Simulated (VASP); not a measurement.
Here is a VASP 6.6.1 calculation.

INCAR

```
SYSTEM = Hg
ALGO = Normal
EDIFF = 1E-6
ENCUT = 520
GGA = RP
ISIF = 2
ISMEAR = -1
LASPH = .True.
LCHARG = .False.
LREAL = .False.
LWAVE = .False.
NBANDS = 12
NELM = 60
PREC = Accurate
SIGMA = 0.1
```

KPOINTS

```
k-points
0
Gamma
  12 12 12
  0 0 0
```

Contents of POSCAR:

```
Hg
1.0
    0.0000000000      3.6507297173      3.6507297173
    3.6507297173      0.0000000000      3.6507297173
    3.6507297173      3.6507297173      0.0000000000
Hg
1
Direct
    0.0000000000      0.0000000000      0.0000000000
```

Potentials or basis: VASP PAW PBE potentials, release 64 (Hg).

Launch:

```console
$ cat potpaw_PBE.64/Hg/POTCAR > POTCAR
$ mpirun -np 1 vasp_std > vasp.out
```

**Question.** What does it give for the band gap on the k mesh?

**Answer.** 4.13 eV, indirect (least direct gap 4.37 eV).

**Question.** Estimate the pressure.

**Answer.** 0.0 GPa.

Caveat: the PAW data sets were made with another functional, which shifts forces and pressure a little; spin-orbit coupling is left out, which moves the levels of the heavy elements. A k mesh can miss the band edges.
